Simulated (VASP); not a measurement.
# BaTiO3 (Cm) in VASP: further runs, part 2 of 2

VASP 6.6.1. Earlier steps stand in the parts before.

## (3) Single point, r2SCAN (atom 3 (O) moved -0.050 Å along Cartesian [0 0 1])

File POSCAR:

```
BaTiO3
1.0
    2.8400536833      1.6397057586      2.3314328269
   -2.8400536833      1.6397057586      2.3314328269
    0.0000000000     -3.2794115171      2.3314328269
Ba Ti O
1 1 3
Direct
    0.0027851043      0.0027851043      0.0027851043
    0.5162478494      0.5162478494      0.5162478494
    0.4826049745      0.4826049745      0.9730110579
    0.4897536543      0.9801597377      0.4897536543
    0.9801597377      0.4897536543      0.4897536543
```

File INCAR.step1:

```
SYSTEM = BaTiO3
  PREC = Accurate
  ENCUT = 520
  ISMEAR = 0
  SIGMA = 0.05
  LREAL = .FALSE.
  LASPH = .TRUE.
  NELM = 100
  NBANDS = 28
  GGA = PE
  ALGO = Normal
  EDIFF = 1E-4
  LWAVE = .TRUE.
  LCHARG = .FALSE.
```

File INCAR.step2:

```
SYSTEM = BaTiO3
  PREC = Accurate
  ENCUT = 520
  EDIFF = 1E-6
  ISMEAR = 0
  SIGMA = 0.05
  LREAL = .FALSE.
  LASPH = .TRUE.
  NELM = 100
  ALGO = Normal
  ISIF = 2
  LWAVE = .FALSE.
  LCHARG = .TRUE.
  METAGGA = R2SCAN
  LMIXTAU = .TRUE.
  LELF = .TRUE.
  LVHAR = .TRUE.
  NBANDS = 28
  ISTART = 1
```

File KPOINTS:

```
Automatic mesh
0
G
  6 6 6
  0 0 0
```

Potentials or basis: VASP PAW PBE potentials, release 64 (Ba_sv, Ti_sv, O).

Command:

```sh
$ cat potpaw_PBE.64/Ba_sv/POTCAR potpaw_PBE.64/Ti_sv/POTCAR potpaw_PBE.64/O/POTCAR > POTCAR
$ cp INCAR.step1 INCAR
$ mpirun -np 1 vasp_std > vasp.out
$ cp INCAR.step2 INCAR
$ mpirun -np 1 vasp_std > vasp.out
```

OUTCAR:

```text
SYSTEM = BaTiO3
   PREC = Accurate
   ENCUT = 520
   EDIFF = 1E-6
   ISMEAR = 0
   LREAL = .FALSE.
   LASPH = .TRUE.
   NELM = 100
   ISIF = 2
   METAGGA = R2SCAN
   ISTART = 1

 ion  position               nearest neighbor table
   1  0.003  0.003  0.003-   3 2.74   4 2.78   5 2.78   4 2.84   5 2.84   5 2.84   4 2.84   3 2.84
                             3 2.84   5 2.93   4 2.93   3 2.97   2 3.40   2 3.45   2 3.45   2 3.45
   2  0.516  0.516  0.516-   3 1.85   4 1.87   5 1.87   4 2.16   5 2.16   3 2.20   1 3.40   1 3.45
                             1 3.45   1 3.45   1 3.51   1 3.51   1 3.51   1 3.59
   3  0.483  0.483  0.973-   2 1.85   2 2.20   1 2.74   1 2.84   1 2.84   1 2.97
   4  0.490  0.980  0.490-   2 1.87   2 2.16   1 2.78   1 2.84   1 2.84   1 2.93
   5  0.980  0.490  0.490-   2 1.87   2 2.16   1 2.78   1 2.84   1 2.84   1 2.93

  LATTYP: Found a trigonal (rhomboedric) cell.
 ALAT       =     4.0236946859
 COS(alpha) =     0.0036015225

  Lattice vectors:

 A1 = (   2.8400536833,   1.6397057586,   2.3314328269)
 A2 = (  -2.8400536833,   1.6397057586,   2.3314328269)
 A3 = (   0.0000000000,  -3.2794115171,   2.3314328269)

Analysis of symmetry for initial positions (statically):
=====================================================================
 Subroutine PRICEL returns:
 Original cell was already a primitive cell.

 Routine SETGRP: Setting up the symmetry group for a
 trigonal (rhombohedral) supercell.

 Subroutine GETGRP returns: Found  2 space group operations
 (whereof  2 operations were pure point group operations)
 out of a pool of 12 trial point group operations.

The static configuration has the point symmetry C_1h.

Analysis of symmetry for dynamics (positions and initial velocities):
=====================================================================
 Subroutine PRICEL returns:
 Original cell was already a primitive cell.

 Routine SETGRP: Setting up the symmetry group for a
 trigonal (rhombohedral) supercell.

 Subroutine GETGRP returns: Found  2 space group operations
[... 126 lines left out ...]
   IALGO  =     38    algorithm
   IMIX   =      4    mixing-type and parameters
     AMIX     =   0.40;   BMIX     =  1.00
     AMIX_MAG =   1.60;   BMIX_MAG =  1.00
  volume/ion in A,a.u.               =      13.03        87.92
  Fermi-wavevector in a.u.,A,eV,Ry     =   1.391466  2.629490 26.343298  1.936178
  Thomas-Fermi vector in A             =   2.515302
   LORBIT       =      0    0 simple, 1 ext, 2 COOP (PROOUT), +10 PAW based schemes
   METAGGA = R2SCAN    functional components
   LHFCALC =     F    Hartree Fock is set to
   AEXX    =    0.0000 exact exchange contribution
   IVDW    =     0    specifies the selected vdW correction
   LEPSILON=     F    determine dielectric tensor
   LRPA    =     F    only Hartree local field effects (RPA)
 non-spin polarized calculation
 Gauss-broadening in eV      SIGMA  =   0.05
  energy-cutoff  :      520.00
  volume of cell :       65.14
 maximum number of plane-waves:      1776
 NGX is ok and might be reduce to    30
   NGX = 15   NGY = 15   NGZ = 15

 number of electron      40.0000000 magnetization

 Free energy of the ion-electron system (eV)
  ---------------------------------------------------
  ext. energy  EPLUGINS =         0.00000000
  ---------------------------------------------------
  free energy    TOTEN  =       -74.25545214 eV

  energy without entropy =      -74.25545214  energy(sigma->0) =      -74.25545214

 E-fermi :   3.6518     XC(G=0): -11.8039

 val. band max:        3.3419394699   @ k =   0.5000   0.5000   0.5000
 cond. band min:       6.2604186236   @ k =   0.0000   0.0000   0.0000
 fundamental gap:      2.9184791538
 Fermi energy:         3.6517810934

 k-point     1 :       0.0000    0.0000    0.0000
  band No.  band energies     occupation
      1     -55.1278      2.00000
      2     -30.3528      2.00000
      3     -30.3299      2.00000
      4     -30.3273      2.00000
      5     -22.1572      2.00000
      6     -14.4137      2.00000
[... 733 lines left out ...]
     27      12.1301      0.00000
     28      13.3555      0.00000

 [... further k-points ...]
[... 5 lines left out ...]
  --------------------------------------------------------------------------------------
  -------------------------------------------------------------------------------------
  Total        0.8761256      1.1308161      1.0344196      0.0000000     -0.1397820      0.0000000
  in kB       21.5481676     27.8122383     25.4413815      0.0000000     -3.4379157      0.0000000
  external PRESSURE =      24.9339291 kB  Pullay stress =       0.0000000 kB

 VOLUME and BASIS-vectors are now :
 -----------------------------------------------------------------------------
  energy-cutoff  :      520.00
  volume of cell :       65.14
      direct lattice vectors                 reciprocal lattice vectors
     2.840053683  1.639705759  2.331432827     0.176053010  0.101644253  0.142973595
    -2.840053683  1.639705759  2.331432827    -0.176053010  0.101644253  0.142973595
     0.000000000 -3.279411517  2.331432827     0.000000000 -0.203288506  0.142973595

 POSITION                                       TOTAL-FORCE (eV/Angst)
 -----------------------------------------------------------------------------------
      0.00000      0.00000      0.01948         0.000000     -0.002635     -0.085333
      0.00000      0.00000      3.61079         0.000000      0.021067     -0.309882
      0.00000     -1.60824      4.51883         0.000000     -0.205893      0.452386
     -1.39278      0.80412      4.56883         0.001003      0.093731     -0.028585
      1.39278      0.80412      4.56883        -0.001003      0.093731     -0.028585
 -----------------------------------------------------------------------------------
    total drift:                               -0.000000      0.004627     -0.003032

  FREE ENERGIE OF THE ION-ELECTRON SYSTEM (eV)
  ---------------------------------------------------
  free  energy   TOTEN  =       -74.2554521397 eV

  energy  without entropy=      -74.2554521397  energy(sigma->0) =      -74.25545214
```

Wall time 3.6 min (1 thread of AMD EPYC 9R45 (Zen 5), shared host); peak memory 0.23 GiB.

What came out:

```yaml
Free_energy: -74.2555 eV
Pressure: 2.5 GPa
Largest_force: 0.497 eV/Å
Band_gap_on_the_k_mesh: 2.92 eV (least direct gap 3.41 eV)
```

Forces in eV/Å, atoms in the order of the input:
```
Ba   0.000 -0.003 -0.085
Ti   0.000  0.021 -0.310
O    0.000 -0.206  0.452
O    0.001  0.094 -0.029
O   -0.001  0.094 -0.029
```

Levels at points of the mesh, in eV from the valence-band top:
```
           k point  band 18  band 19  band 20  band 21  band 22  band 23
(0.00, 0.00, 0.00)    -0.64    -0.52    -0.49     2.92     2.92     3.12
(0.50, 0.00, 0.00)    -1.56    -1.07    -0.93     3.12     4.19     4.32
(0.00, 0.00, 0.50)    -1.61    -1.00    -0.88     3.04     4.14     4.32
(0.50, 0.50, 0.00)    -0.95    -0.88    -0.08     4.28     4.31     4.63
(0.50, 0.00, 0.50)    -0.92    -0.86    -0.11     4.24     4.27     4.60
(0.50, 0.50, 0.50)    -0.06    -0.04     0.00     4.67     4.88     4.88
```

Caveat: the cell differs from its parent crystal (atom 3 (O) moved -0.050 Å along Cartesian [0 0 1]); the PAW data sets were made with another functional, which shifts forces and pressure a little; spin-orbit coupling is left out, which moves the levels of the heavy elements.
